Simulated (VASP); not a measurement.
Input of a VASP 6.6.1 run:

INCAR

```
SYSTEM = SiC
  PREC = Accurate
  ENCUT = 520
  EDIFF = 1E-7
  ISMEAR = 0
  SIGMA = 0.02
  LREAL = .FALSE.
  LASPH = .TRUE.
  NELM = 120
  ALGO = Normal
  ISIF = 2
  LWAVE = .FALSE.
  LCHARG = .FALSE.
  GGA = CA
  IBRION = 2
  NSW = 60
  EDIFFG = -0.002
  GGA_COMPAT = .FALSE.
  NELMIN = 4
```

The input KPOINTS:

```
Automatic mesh
0
G
  10 10 10
  0 0 0
```

The input POSCAR:

```
SiC
1.0
   -0.0173162677      2.1688625294      2.1861787971
    2.1688625294     -0.0173162677      2.1861787971
    2.1515462617      2.1515462617      0.0000000000
Si C
1 1
Direct
    0.0000000000      0.0000000000      0.0000000000
    0.2500000000      0.2500000000      0.2500000000
```

Potentials or basis: VASP PAW LDA potentials, release 64 (Si, C).

Command:

```sh
$ cat potpaw_LDA.64/Si/POTCAR potpaw_LDA.64/C/POTCAR > POTCAR
$ mpirun -np 1 vasp_std > vasp.out
```

Q: Estimate the energy gained by relaxing.

A: 0.2 meV/atom.

Q: Predict the band gap on the k mesh.

A: 1.17 eV, indirect (least direct gap 4.34 eV).

Stress tensor (GPa, compression positive):
```
-1.98  3.99  0.00
 3.99 -1.98  0.00
 0.00  0.00 -4.14
```

Caveat: the cell differs from its parent crystal (strained cell). A k mesh can miss the band edges.
